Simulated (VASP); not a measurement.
The system is AlAu.

```xyz
2
Lattice="3.2239 0.0000 0.0000 0.0000 3.2239 0.0000 0.0000 0.0000 3.2239" Properties=species:S:1:pos:R:3 pbc="T T T"
Al    0.0000    0.0000    0.0000
Au    1.6120    1.6120    1.6120
```

- Program: VASP 6.6.1
- Task: relaxation of cell and atoms
- Functional: PBEsol
- Potentials or basis: VASP PAW PBE potentials, release 64 (Al, Au)
- Cutoff: 600 eV
- k mesh: 13 × 13 × 13
- Occupations: methfessel-paxton, width 0.05 eV
- Spin: no spin polarisation

At the start: pressure -5.0 GPa; volume 16.75 Å³/atom.

Problem. Where does the relaxation end?

Solution. Over 3 steps the energy falls by 11.9 meV/atom and the volume is 16.04 Å³/atom (-4.3 %); space group Pm-3m (No. 221, to 0.05 Å).

The path:
| step | energy change (eV) | largest force (eV/Å) | pressure (GPa) | volume (Å³) |
| --- | --- | --- | --- | --- |
| 1 | 0.0000 | 0.0000 | -5.00 | 33.51 |
| 2 | -0.0097 | 0.0000 | 4.35 | 31.03 |
| 3 | -0.0238 | 0.0000 | 0.01 | 32.07 |

Final structure:
```xyz
2
Lattice="3.1772 0.0000 0.0000 0.0000 3.1772 0.0000 0.0000 0.0000 3.1772" Properties=species:S:1:pos:R:3 pbc="T T T"
Al    0.0000    0.0000    0.0000
Au    1.5886    1.5886    1.5886
```

Caveat: the PAW data sets were made with another functional, which shifts forces and pressure a little.
